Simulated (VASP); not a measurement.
# Ta (P6_3/mmc) in VASP: further runs

Aim: see how the results for Ta move with the level of theory and the settings. Levels: PBEsol, RPBE, revPBE, BLYP, r2SCAN. Tasks: single point.

All numbers are computed with VASP 6.6.1; they aren't measurements. Logs are shortened: lines on timing, memory, paths and dates and some standing lists are left out, and cuts for length are marked.

### 1 The cell of the first run

The structure is hexagonal, space group P6_3/mmc (No. 194). Conventional cell: a = 2.900 Å, b = 2.900 Å, c = 5.166 Å, α = 90.00°, β = 90.00°, γ = 120.00°. Ta (site symmetry -6m2) has 12 Ta at 2.90 to 3.08 Å within 3.8 Å.

### 2 Single point, PBEsol

Contents of INCAR:

```
  PREC = Accurate
  ENCUT = 520
  EDIFF = 1E-7
  ISMEAR = -1
  SIGMA = 0.05
  LREAL = False
  LASPH = True
  NELM = 60
  ALGO = Normal
  ISIF = 2
  LWAVE = False
  LCHARG = True
  GGA = PS
  LELF = True
  LVHAR = True
  NBANDS = 18
```

Contents of KPOINTS:

```
Automatic mesh
0
Gamma
  6 6 3
```

Contents of POSCAR:

```
Ta
1.0
    2.9003720726      0.0000000000      0.0000000000
   -1.4501860363      2.5117958953      0.0000000000
    0.0000000000      0.0000000000      5.1662740000
Ta
2
Direct
    0.3333333333      0.6666666667      0.2500000000
    0.6666666667      0.3333333333      0.7500000000
```

Potentials or basis: VASP PAW PBE potentials, release 64 (Ta_pv).

Command:

```
$ cat potpaw_PBE.64/Ta_pv/POTCAR > POTCAR
$ mpirun -np 1 vasp_std > vasp.out
```

OUTCAR:

```text
PREC = Accurate
   ENCUT = 520
   EDIFF = 1E-7
   ISMEAR = -1
   LREAL = False
   LASPH = True
   NELM = 60
   ISIF = 2
   GGA = PS

 ion  position               nearest neighbor table
   1  0.333  0.667  0.250-   2 3.08   2 3.08   2 3.08   2 3.08   2 3.08   2 3.08
   2  0.667  0.333  0.750-   1 3.08   1 3.08   1 3.08   1 3.08   1 3.08   1 3.08

  LATTYP: Found a hexagonal cell.
 ALAT       =     2.9003720726
 C/A-ratio  =     1.7812452577

  Lattice vectors:

 A1 = (   2.9003720726,   0.0000000000,   0.0000000000)
 A2 = (  -1.4501860363,   2.5117958953,   0.0000000000)
 A3 = (   0.0000000000,   0.0000000000,   5.1662740000)

Analysis of symmetry for initial positions (statically):
=====================================================================
 Subroutine PRICEL returns:
 Original cell was already a primitive cell.

 Routine SETGRP: Setting up the symmetry group for a
 hexagonal supercell.

 Subroutine GETGRP returns: Found 24 space group operations
 (whereof 12 operations were pure point group operations)
 out of a pool of 24 trial point group operations.

The static configuration has the point symmetry D_3d.
 The point group associated with its full space group is D_6h.

Analysis of symmetry for dynamics (positions and initial velocities):
=====================================================================
 Subroutine PRICEL returns:
 Original cell was already a primitive cell.

 Routine SETGRP: Setting up the symmetry group for a
 hexagonal supercell.

 Subroutine GETGRP returns: Found 24 space group operations
 (whereof 12 operations were pure point group operations)
 out of a pool of 24 trial point group operations.

The dynamic configuration has the point symmetry D_3d.
 The point group associated with its full space group is D_6h.

 Subroutine INISYM returns: Found 24 space group operations
 (whereof 12 operations are pure point group operations),
 and found     1 'primitive' translations

----------------------------------------------------------------------------------------

                                     Primitive cell

  volume of cell :      37.6370

  direct lattice vectors                    reciprocal lattice vectors
     2.900372073  0.000000000  0.000000000     0.344783350  0.199060760  0.000000000
    -1.450186036  2.511795895  0.000000000     0.000000000  0.398121520  0.000000000
     0.000000000  0.000000000  5.166274000     0.000000000  0.000000000  0.193563098

  length of vectors
     2.900372073  2.900372073  5.166274000     0.398121520  0.398121520  0.193563098

  position of ions in fractional coordinates (direct lattice)
     0.333333333  0.666666667  0.250000000
     0.666666667  0.333333333  0.750000000

  ion indices of the primitive-cell ions
   primitive index   ion index
                 1           1
                 2           2

----------------------------------------------------------------------------------------

 KPOINTS: Automatic mesh

Automatic generation of k-mesh.
 Grid dimensions read from file:
 generate k-points for:    6    6    3

 Generating k-lattice:

  Cartesian coordinates                     Fractional coordinates (reciprocal lattice)
     0.057463892  0.033176793  0.000000000     0.166666667  0.000000000  0.000000000
     0.000000000  0.066353587  0.000000000     0.000000000  0.166666667  0.000000000
     0.000000000  0.000000000  0.064521033     0.000000000  0.000000000  0.333333333

  Length of vectors
     0.066353587  0.066353587  0.064521033

  Shift w.r.t. Gamma in fractional coordinates (k-lattice)
     0.000000000  0.000000000  0.000000000

 Subroutine IBZKPT returns following result:
 ===========================================

 Found     14 irreducible k-points:

 Following reciprocal coordinates:
            Coordinates               Weight
  0.000000  0.000000  0.000000      1.000000
  0.166667  0.000000  0.000000      6.000000
  0.333333 -0.000000  0.000000      6.000000
  0.500000  0.000000  0.000000      3.000000
  0.166667  0.166667  0.000000      6.000000
  0.333333  0.166667  0.000000     12.000000
  0.333333  0.333333  0.000000      2.000000
  0.000000  0.000000  0.333333      2.000000
  0.166667  0.000000  0.333333     12.000000
  0.333333 -0.000000  0.333333     12.000000
  0.500000  0.000000  0.333333      6.000000
  0.166667  0.166667  0.333333     12.000000
  0.333333  0.166667  0.333333     24.000000
  0.333333  0.333333  0.333333      4.000000
   k-points           NKPTS =     14   k-points in BZ     NKDIM =     14   number of bands    NBANDS=     18
   number of dos      NEDOS =    301   number of ions     NIONS =      2
   total plane-waves  NPLWV =  23040
   dimension x,y,z NGX =    24 NGY =   24 NGZ =   40
   dimension x,y,z NGXF=    48 NGYF=   48 NGZF=   80
   ions per type =               2
   NGX,Y,Z   is equivalent  to a cutoff of  13.76, 13.76, 12.87 a.u.
   NGXF,Y,Z  is equivalent  to a cutoff of  27.51, 27.51, 25.74 a.u.
 SYSTEM =  unknown system
[... 106 lines left out ...]
      5     -28.4301      2.00000
      6     -28.3162      2.00000
[... 10 lines left out ...]
     17      12.3321      0.00000
     18      12.4062      0.00000

 k-point     5 :       0.1667    0.1667    0.0000
  band No.  band energies     occupation
      1     -28.8864      2.00000
      2     -28.7593      2.00000
      3     -28.7547      2.00000
      4     -28.3915      2.00000
      5     -28.3451      2.00000
      6     -28.3060      2.00000
[... 10 lines left out ...]
     17      10.4341      0.00000
     18      13.3825      0.00000

 k-point     6 :       0.3333    0.1667    0.0000
  band No.  band energies     occupation
      1     -29.0874      2.00000
      2     -28.9940      2.00000
      3     -28.6928      2.00000
      4     -28.5879      2.00000
      5     -28.4626      2.00000
      6     -28.4266      2.00000
[... 10 lines left out ...]
     17      12.8262      0.00000
     18      14.7326      0.00000

 k-point     7 :       0.3333    0.3333    0.0000
  band No.  band energies     occupation
      1     -28.9636      2.00000
      2     -28.8659      2.00000
      3     -28.8659      2.00000
      4     -28.7601      2.00000
      5     -28.5408      2.00000
      6     -28.5408      2.00000
[... 10 lines left out ...]
     17      12.5928      0.00000
     18      12.5928      0.00000

 k-point     8 :       0.0000    0.0000    0.3333
  band No.  band energies     occupation
      1     -28.9205      2.00000
      2     -28.5141      2.00000
      3     -28.1726      2.00000
      4     -28.1726      2.00000
      5     -28.1316      2.00000
      6     -28.1316      2.00000
[... 10 lines left out ...]
     17      10.2658      0.00000
     18      10.2658      0.00000

 k-point     9 :       0.1667    0.0000    0.3333
  band No.  band energies     occupation
      1     -28.8764      2.00000
      2     -28.5570      2.00000
      3     -28.4164      2.00000
      4     -28.3415      2.00000
      5     -28.2385      2.00000
      6     -28.1869      2.00000
[... 10 lines left out ...]
     17      10.2293      0.00000
     18      10.6431      0.00000

 k-point    10 :       0.3333   -0.0000    0.3333
  band No.  band energies     occupation
      1     -29.0181      2.00000
      2     -28.9520      2.00000
      3     -28.6379      2.00000
      4     -28.4310      2.00000
      5     -28.3657      2.00000
      6     -28.2982      2.00000
[... 10 lines left out ...]
     17      10.5679      0.00000
     18      11.1071      0.00000

 k-point    11 :       0.5000    0.0000    0.3333
  band No.  band energies     occupation
      1     -29.2361      2.00000
      2     -29.1765      2.00000
      3     -28.5755      2.00000
      4     -28.4494      2.00000
      5     -28.4274      2.00000
      6     -28.3536      2.00000
[... 10 lines left out ...]
     17      11.8939      0.00000
     18      12.0339      0.00000

 k-point    12 :       0.1667    0.1667    0.3333
  band No.  band energies     occupation
      1     -28.8909      2.00000
      2     -28.8072      2.00000
      3     -28.6185      2.00000
      4     -28.4537      2.00000
      5     -28.3468      2.00000
      6     -28.3286      2.00000
[... 10 lines left out ...]
     17      10.3291      0.00000
     18      11.4389      0.00000

 k-point    13 :       0.3333    0.1667    0.3333
  band No.  band energies     occupation
      1     -29.1088      2.00000
      2     -29.0621      2.00000
      3     -28.6294      2.00000
      4     -28.5566      2.00000
      5     -28.4832      2.00000
      6     -28.4050      2.00000
[... 10 lines left out ...]
     17      12.5622      0.00000
     18      13.1942      0.00000

 k-point    14 :       0.3333    0.3333    0.3333
  band No.  band energies     occupation
      1     -28.9441      2.00000
      2     -28.9441      2.00000
      3     -28.9135      2.00000
      4     -28.8118      2.00000
      5     -28.4575      2.00000
      6     -28.4575      2.00000
[... 10 lines left out ...]
     17      13.3695      0.00000
     18      13.3695      0.00000

------------------------ aborting loop because EDIFF is reached ----------------------------------------

  FORCE on cell =-STRESS in cart. coord.  units (eV):
  Direction    XX          YY          ZZ          XY          YZ          ZX
  --------------------------------------------------------------------------------------
  -------------------------------------------------------------------------------------
  Total       -1.8654527     -1.8654527     -1.6075287      0.0000000      0.0000000     -0.0000000
  in kB      -79.4107557    -79.4107557    -68.4311481      0.0000000      0.0000000     -0.0000000
  external PRESSURE =     -75.7508865 kB  Pullay stress =       0.0000000 kB

 VOLUME and BASIS-vectors are now :
 -----------------------------------------------------------------------------
  energy-cutoff  :      520.00
  volume of cell :       37.64
      direct lattice vectors                 reciprocal lattice vectors
     2.900372073  0.000000000  0.000000000     0.344783350  0.199060760  0.000000000
    -1.450186036  2.511795895  0.000000000     0.000000000  0.398121520  0.000000000
     0.000000000  0.000000000  5.166274000     0.000000000  0.000000000  0.193563098

 POSITION                                       TOTAL-FORCE (eV/Angst)
 -----------------------------------------------------------------------------------
     -0.00000      1.67453      1.29157        -0.000000      0.000000      0.000000
      1.45019      0.83727      3.87471         0.000000     -0.000000      0.000000
 -----------------------------------------------------------------------------------
    total drift:                               -0.000000      0.000000     -0.000000

  FREE ENERGIE OF THE ION-ELECTRON SYSTEM (eV)
  ---------------------------------------------------
  free  energy   TOTEN  =       -24.4886642173 eV

  energy  without entropy=      -24.4671659855  energy(sigma->0) =      -24.47791510
```

Wall time 6.1 s (1 thread of Intel Xeon Platinum 8559C (Emerald Rapids), shared host); peak memory 0.15 GiB.

Results:

| Property | Result |
| --- | --- |
| Free energy | -24.4887 eV |
| Pressure | -7.6 GPa |
| Band gap on the k mesh | zero (band 11 reaches 6.11 eV, above the bottom of band 12 at 4.80 eV) |

Stress tensor (GPa, compression positive):
```
-7.94  0.00  0.00
 0.00 -7.94  0.00
 0.00  0.00 -6.84
```

Caveat: the k points lie up to 0.42 Å⁻¹ apart; the PAW data sets were made with another functional, which shifts forces and pressure a little; spin-orbit coupling is left out, which moves the levels of the heavy elements.

### 3 Single point, RPBE

Contents of INCAR:

```
SYSTEM = Ta
PREC = Accurate
ENCUT = 520
EDIFF = 1E-6
ISMEAR = -1
SIGMA = 0.05
LREAL = .FALSE.
LASPH = .TRUE.
NELM = 60
ALGO = Fast
ISIF = 2
LWAVE = .FALSE.
LCHARG = .TRUE.
GGA = RP
LELF = .TRUE.
LVHAR = .TRUE.
NBANDS = 18
```

Contents of KPOINTS:

```
Automatic mesh
0
G
  6 6 3
  0 0 0
```

POSCAR is that of step 2.

Potentials or basis: VASP PAW PBE potentials, release 64 (Ta_pv).

Command:

```
$ cat potpaw_PBE.64/Ta_pv/POTCAR > POTCAR
$ mpirun -np 1 vasp_std > vasp.out
```

Run time: 6.9 s. Hardware: 1 thread of Intel Xeon Platinum 8559C (Emerald Rapids), shared host; peak memory 0.15 GiB.

Results (log left out):

```
Free energy            : -22.0876 eV
Pressure               : 2.0 GPa
Band gap on the k mesh : zero (band 11 reaches 6.35 eV, above the bottom of band 12 at 5.04 eV)
```

Stress tensor (GPa, compression positive):
```
2.28 0.00 0.00
0.00 2.28 0.00
0.00 0.00 1.55
```

Levels at points of the mesh, in eV from the Fermi level:
```csv
k point,band 9,band 10,band 11,band 12,band 13,band 14
"(0.00, 0.00, 0.00)",-0.59,-0.21,0.56,0.56,1.12,1.12
"(0.50, 0.00, 0.00)",-3.35,-0.54,-0.41,0.46,0.85,5.50
```

Caveat: the k points lie up to 0.42 Å⁻¹ apart; the PAW data sets were made with another functional, which shifts forces and pressure a little; spin-orbit coupling is left out, which moves the levels of the heavy elements.

### 4 Single point, revPBE

Contents of INCAR:

```
PREC = Accurate
ENCUT = 520
EDIFF = 1E-7
ISMEAR = -1
SIGMA = 0.05
LREAL = False
LASPH = True
NELM = 100
ALGO = Fast
ISIF = 2
LWAVE = False
LCHARG = False
GGA = RE
NBANDS = 18
```

Contents of KPOINTS:

```
Automatic mesh
0
Gamma
  6 6 3
```

POSCAR is that of step 3.

Command:

```
$ cat potpaw_PBE.64/Ta_pv/POTCAR > POTCAR
$ mpirun -np 1 vasp_std > vasp.out
```

Run time: 7.3 s. Hardware: 1 thread of Intel Xeon Platinum 8559C (Emerald Rapids), shared host; peak memory 0.15 GiB.

The run converged. Its results:

```
Free energy            : -22.2849 eV
Pressure               : 1.1 GPa
Band gap on the k mesh : zero (band 11 reaches 6.33 eV, above the bottom of band 12 at 5.02 eV)
```

Stress tensor (GPa, compression positive):
```
1.29 0.00 0.00
0.00 1.29 0.00
0.00 0.00 0.77
```

Levels at points of the mesh, in eV from the Fermi level:
```tsv
k point	band 8	band 9	band 10	band 11	band 12	band 13	band 14	band 15
(0.00, 0.00, 0.00)	-4.95	-0.60	-0.20	0.56	0.56	1.12	1.12	2.94
(0.50, 0.00, 0.00)	-3.87	-3.36	-0.53	-0.41	0.45	0.84	5.49	6.36
```

Caveat: the k points lie up to 0.42 Å⁻¹ apart; the PAW data sets were made with another functional, which shifts forces and pressure a little; spin-orbit coupling is left out, which moves the levels of the heavy elements.

### 5 Single point, BLYP

Contents of INCAR:

```
SYSTEM = Ta
  PREC = Accurate
  ENCUT = 520
  EDIFF = 1E-7
  ISMEAR = -1
  SIGMA = 0.05
  LREAL = .False.
  LASPH = .True.
  NELM = 100
  ALGO = Fast
  ISIF = 2
  LWAVE = .False.
  LCHARG = .False.
  GGA = B5
  ALDAX = 1.0
  AGGAX = 1.0
  AGGAC = 1.0
  ALDAC = 0.0
  NBANDS = 18
```

Contents of KPOINTS:

```
Automatic mesh
0
Gamma
  6 6 3
  0 0 0
```

POSCAR is that of step 4.

Command:

```
$ cat potpaw_PBE.64/Ta_pv/POTCAR > POTCAR
$ mpirun -np 1 vasp_std > vasp.out
```

Wall time 15 s (1 thread of Intel Xeon Platinum 8559C (Emerald Rapids), shared host); peak memory 0.15 GiB.

Results (log left out):

```
Free energy            : -20.0825 eV
Pressure               : 5.1 GPa
Band gap on the k mesh : zero (band 11 reaches 6.90 eV, above the bottom of band 12 at 5.56 eV)
```

Stress tensor (GPa, compression positive):
```
4.39 0.00 0.00
0.00 4.39 0.00
0.00 0.00 6.54
```

Levels at points of the mesh, in eV from the Fermi level:
```
           k point  band 9  band 10  band 11  band 12  band 13  band 14
(0.00, 0.00, 0.00)   -0.73     0.08     0.44     0.44     0.99     0.99
(0.50, 0.00, 0.00)   -3.35    -0.44    -0.39     0.38     0.71     5.29
```

Caveat: the k points lie up to 0.42 Å⁻¹ apart; the PAW data sets were made with another functional, which shifts forces and pressure a little; spin-orbit coupling is left out, which moves the levels of the heavy elements.

### 6 Single point, r2SCAN

POSCAR is that of step 5.

Contents of INCAR.step1:

```
SYSTEM = Ta
ALGO = Normal
EDIFF = 1E-4
ENCUT = 520
GGA = PE
ISMEAR = -1
LASPH = .TRUE.
LCHARG = .FALSE.
LREAL = .FALSE.
LWAVE = .TRUE.
NBANDS = 18
NELM = 80
PREC = Accurate
SIGMA = 0.05
```

Contents of INCAR.step2:

```
SYSTEM = Ta
ALGO = Normal
EDIFF = 1E-7
ENCUT = 520
ISIF = 2
ISMEAR = -1
ISTART = 1
LASPH = .TRUE.
LCHARG = .TRUE.
LELF = .TRUE.
LMIXTAU = .TRUE.
LREAL = .FALSE.
LVHAR = .TRUE.
LWAVE = .FALSE.
METAGGA = R2SCAN
NBANDS = 18
NELM = 80
PREC = Accurate
SIGMA = 0.05
```

Contents of KPOINTS:

```
k-points
0
G
  6 6 3
  0 0 0
```

Potentials or basis: VASP PAW PBE potentials, release 64 (Ta_pv).

Command:

```
$ cat potpaw_PBE.64/Ta_pv/POTCAR > POTCAR
$ cp INCAR.step1 INCAR
$ mpirun -np 1 vasp_std > vasp.out
$ cp INCAR.step2 INCAR
$ mpirun -np 1 vasp_std > vasp.out
```

It took 24 s on 1 thread of Intel Xeon Platinum 8559C (Emerald Rapids), shared host; peak memory 0.16 GiB.

The run converged. Its results:

- Free energy: -96.5546 eV
- Pressure: -3.3 GPa
- Band gap on the k mesh: zero (band 11 reaches 6.13 eV, above the bottom of band 12 at 4.74 eV)

Stress tensor (GPa, compression positive):
```
-3.24  0.00  0.00
 0.00 -3.24  0.00
 0.00  0.00 -3.55
```

Levels at points of the mesh, in eV from the Fermi level:
```csv
k point,band 7,band 8,band 9,band 10,band 11,band 12,band 13,band 14,band 15,band 16
"(0.00, 0.00, 0.00)",-8.62,-5.16,-0.59,-0.36,0.69,0.69,1.27,1.27,3.26,3.26
"(0.50, 0.00, 0.00)",-4.23,-4.03,-3.44,-0.63,-0.33,0.50,1.06,5.87,6.67,6.97
```

Caveat: the k points lie up to 0.42 Å⁻¹ apart; the PAW data sets were made with another functional, which shifts forces and pressure a little; spin-orbit coupling is left out, which moves the levels of the heavy elements.

### 7 Summary

```csv
level,gap on the mesh (eV),pressure (GPa)
PBEsol,none,-7.6
RPBE,none,2.0
revPBE,none,1.1
BLYP,none,5.1
r2SCAN,none,-3.3
```

Alike in all rows: task single point; potentials or basis VASP PAW PBE potentials, release 64 (Ta_pv); no spin polarisation; cell as given; k mesh 6 × 6 × 3; cutoff (eV) 520; smearing fermi-dirac 0.05 eV.

Caveats: all runs use coarse meshes; the PAW data sets were made with another functional, which shifts forces and pressure a little; spin-orbit coupling is left out, which moves the levels of the heavy elements.

Total energies depend on the potentials used, so only differences within one code and one set of settings carry meaning.
